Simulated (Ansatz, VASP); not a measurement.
# One calculation of Hf2TaN4, two programs

```
Hf Ta N
1.0
     3.23087   -4.39470    0.00000
     3.23087    4.39470    0.00000
     0.00000    0.00000    3.15086
Hf Ta N
2 1 4
Cartesian
  1.6154 -2.1973 1.5754
  1.6154 2.1973 1.5754
  0.0000 0.0000 0.0000
  3.2309 2.2564 0.0000
  3.2309 -2.2564 0.0000
  1.4008 0.0000 1.5754
  5.0609 0.0000 1.5754
```

Change from the starting cell: species swapped into the Ca2SnS4 type (Cmmm, No. 65).

Alike in both runs: functional PBE; k mesh 6 × 6 × 10; occupations gaussian, width 0.1 eV; no spin polarisation.

Ansatz relaxed the structure, and its values are those at the end. VASP's run is a single point on that final structure, the one shown.

```csv
,VASP,Ansatz
version,VASP 6.6.1,Ansatz 0.2.0
potentials or method,"VASP PAW PBE potentials, release 64 (Hf_pv, Ta_pv, N), cutoff 520 eV","scalar-relativistic, plane waves, PAW"
valence electrons in the cell,51,85
```

Ansatz gave:

| Item | Value |
| --- | --- |
| gap on the k mesh at the Fermi level (eV) | none |
| pressure (GPa) | 0.0 |
| rms of the force components (eV/Å) | 0.000 |

Problem. What did VASP give for the same quantities?

Solution. gap on the k mesh at the Fermi level (eV): none; pressure (GPa): -1.0; rms of the force components (eV/Å): 0.016.

A gap of «none» marks a metal or a gap that the smearing closes. VASP's potentials hold 51 valence electrons a cell and Ansatz's 85, so a difference there can come from the potentials and not from the codes.

Spin-orbit coupling is off throughout.
